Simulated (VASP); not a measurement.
Input of a VASP 6.6.1 run:

File INCAR:

```
SYSTEM = SnSe
PREC = Accurate ; ENCUT = 520
EDIFF = 1E-7 ; ISMEAR = -1
SIGMA = 0.05 ; LREAL = .FALSE.
LASPH = .TRUE. ; NELM = 100
ALGO = Normal ; ISIF = 2
LWAVE = .FALSE. ; LCHARG = .FALSE.
GGA = PE ; IVDW = 12
NBANDS = 50
```

KPOINTS

```
regular mesh
0
G
  3 6 6
  0 0 0
```

File POSCAR:

```
SnSe
1.0
   11.4945916262      0.0000000000      0.0000000000
    0.0000000000      4.1708284387      0.0000000000
    0.0000000000      0.0000000000      4.3849241741
Sn Se
4 4
Direct
    0.8819248217      0.7500000000      0.9054659450
    0.6180751783      0.2500000000      0.4054659450
    0.3819248217      0.7500000000      0.5945340550
    0.1180751783      0.2500000000      0.0945340550
    0.6429764130      0.7500000000      0.9781570917
    0.8570235870      0.2500000000      0.4781570917
    0.1429764130      0.7500000000      0.5218429083
    0.3570235870      0.2500000000      0.0218429083
```

Potentials or basis: VASP PAW PBE potentials, release 64 (Sn_d, Se).

Launch:

```sh
$ cat potpaw_PBE.64/Sn_d/POTCAR potpaw_PBE.64/Se/POTCAR > POTCAR
$ mpirun -np 1 vasp_std > vasp.out
```

Q: Predict the largest force.

A: 0.015 eV/Å.

Q: What does it give for the pressure?

A: 0.0 GPa.

Q: What does it give for the band gap on the k mesh?

A: 0.46 eV (least direct gap 0.58 eV).

Forces in eV/Å, atoms in the order of the input:
```
Sn   0.014  0.000  0.007
Sn  -0.014  0.000  0.007
Sn   0.014  0.000 -0.007
Sn  -0.014  0.000 -0.007
Se  -0.012  0.000 -0.008
Se   0.012  0.000 -0.008
Se  -0.012  0.000  0.008
Se   0.012  0.000  0.008
```

Caveat: spin-orbit coupling is left out, which moves the levels of the heavy elements; an odd mesh through Γ misses points on the zone boundary, where band edges can lie.

**Experimental background.**

“Linear dichroism of the optical properties of SnS and SnSe van der Waals crystals”, 2024, arxiv:2409.17412 reports, for a bulk crystal of SnSe at 300 K: band gap 0.89 eV (indirect).

Measured gap of SnSe: 0.89 eV (indirect; 300 K; “Linear dichroism of the optical properties of SnS and SnSe van der Waals crystals”, 2024, arxiv:2409.17412). This calculation gives 0.46 eV (-0.43 eV). 2 values of this kind are on record (0.89 to 0.99 eV); this one was drawn at random. Spin-orbit coupling on Se, Sn is left out. The value is that of PBE+D3(BJ) on a finite k mesh, which can miss the band edges, without temperature or zero-point motion. Semilocal functionals fall short of measured gaps as a rule.
